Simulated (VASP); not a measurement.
Crystal: NaH.

```
CELL_PARAMETERS angstrom
3.40980 0.00000 0.00000
0.00000 3.41308 0.00000
0.00000 0.00000 4.99099
ATOMIC_POSITIONS crystal
Na 0.00000 0.00000 0.73951
Na 0.50000 0.50000 0.26049
H 0.00000 0.00000 0.33811
H 0.50000 0.50000 0.66189
```

```yaml
Program: VASP 6.6.1
Task: relaxation of cell and atoms
Functional: PBE
Potentials_or_basis: VASP PAW PBE potentials, release 64 (Na_pv, H)
Cutoff: 600 eV
k_mesh: 6 × 6 × 4
Occupations: gaussian, width 0.1 eV
Spin: no spin polarisation
```

At the start: pressure 1.3 GPa; volume 14.52 Å³/atom.

Problem. How do energy, volume and symmetry change on relaxing?

Solution. Over 10 steps the energy falls by 122.0 meV/atom and the volume is 14.11 Å³/atom (-2.8 %); space group Fm-3m (No. 225, to 0.05 Å).

The path:
```csv
step,energy change (eV),largest force (eV/Å),pressure (GPa),volume (Å³)
1,0.0000,1.2349,1.25,58.08
2,-0.1452,0.9408,0.32,59.04
3,-0.3458,0.4277,-1.22,61.61
4,-0.3754,0.2855,-1.57,62.70
5,-0.3841,0.1878,-1.77,63.58
6,-0.4277,0.1235,-1.10,60.77
7,-0.4572,0.0814,0.47,56.10
8,-0.4746,0.0875,0.36,55.90
9,-0.4849,0.0795,0.38,55.55
10,-0.4881,0.0322,-0.01,56.46
```

Final structure:
```
CELL_PARAMETERS angstrom
3.41200 0.00000 0.00000
0.00000 3.41205 0.00000
0.00000 0.00000 4.84941
ATOMIC_POSITIONS crystal
Na 0.00000 0.00000 0.74823
Na 0.50000 0.50000 0.25177
H 0.00000 0.00000 0.24839
H 0.50000 0.50000 0.75161
```
